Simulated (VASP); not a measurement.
Here is a VASP 6.6.1 calculation.

INCAR

```
SYSTEM = Ca
ALGO = Normal
EDIFF = 1E-6
ENCUT = 500
GGA = PE
GGA_COMPAT = .False.
ISIF = 2
ISMEAR = 0
LASPH = .True.
LCHARG = .False.
LREAL = .False.
LWAVE = .False.
NBANDS = 11
NELM = 120
PREC = Accurate
SIGMA = 0.1
```

KPOINTS

```
k-points
0
Gamma
  6 6 6
  0 0 0
```

POSCAR

```
Ca
1.0
    0.0000000000      2.6156116078      2.6156116078
    2.6156116078      0.0000000000      2.6156116078
    2.6156116078      2.6156116078      0.0000000000
Ca
1
Direct
    0.0000000000      0.0000000000      0.0000000000
```

Potentials or basis: VASP PAW PBE potentials, release 64 (Ca_sv).

Run with:

```sh
$ cat potpaw_PBE.64/Ca_sv/POTCAR > POTCAR
$ mpirun -np 1 vasp_std > vasp.out
```

(1) Predict the pressure.

Results:

(1) 3.6 GPa.

Caveat: the cell differs from its parent crystal (Mg replaced by Ca, lengths x 1.149, strained); the cell stands under pressure.
